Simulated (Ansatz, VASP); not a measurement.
**MnPtS3 in VASP and in Ansatz**

```
CELL_PARAMETERS angstrom
4.71715 0.00000 0.00000
0.00000 4.71715 0.00000
0.00000 0.00000 4.71715
ATOMIC_POSITIONS crystal
Mn 0.00000 0.00000 0.00000
Pt 0.50000 0.50000 0.50000
S 0.00000 0.50000 0.50000
S 0.50000 0.00000 0.50000
S 0.50000 0.50000 0.00000
```

Change from the starting cell: species swapped into the Dy3AlC type (Pm-3m, No. 221).

Alike in both runs: functional PBE; k mesh 8 × 8 × 8; occupations gaussian, width 0.1 eV; collinear spin.

Ansatz relaxed the structure, and its values are those at the end. VASP's run is a single point on that final structure, the one shown.

|  | VASP | Ansatz |
| --- | --- | --- |
| version | VASP 6.6.1 | Ansatz 0.2.0 |
| potentials or method | VASP PAW PBE potentials, release 64 (Mn_pv, Pt, S), cutoff 520 eV | scalar-relativistic, plane waves, PAW |
| valence electrons in the cell | 41 | 51 |

Ansatz gave:

| Property | Result |
| --- | --- |
| gap on the k mesh at the Fermi level (eV) | none |
| pressure (GPa) | 0.0 |
| net moment per atom (μB) | 0.87 |
| size of the moment on the site where the two differ most (μB) | 4.72 |

Problem. What did VASP give for the same quantities?

Solution. gap on the k mesh at the Fermi level (eV): none; pressure (GPa): -0.1; net moment per atom (μB): 0.87; size of the moment on the site where the two differ most (μB): 4.49.

Site moments also hang on the region over which each program counts them. A gap of «none» marks a metal or a gap that the smearing closes. VASP's potentials hold 41 valence electrons a cell and Ansatz's 51, so a difference there can come from the potentials and not from the codes. Ansatz's warnings: given moment on shells.

Spin-orbit coupling is off throughout.
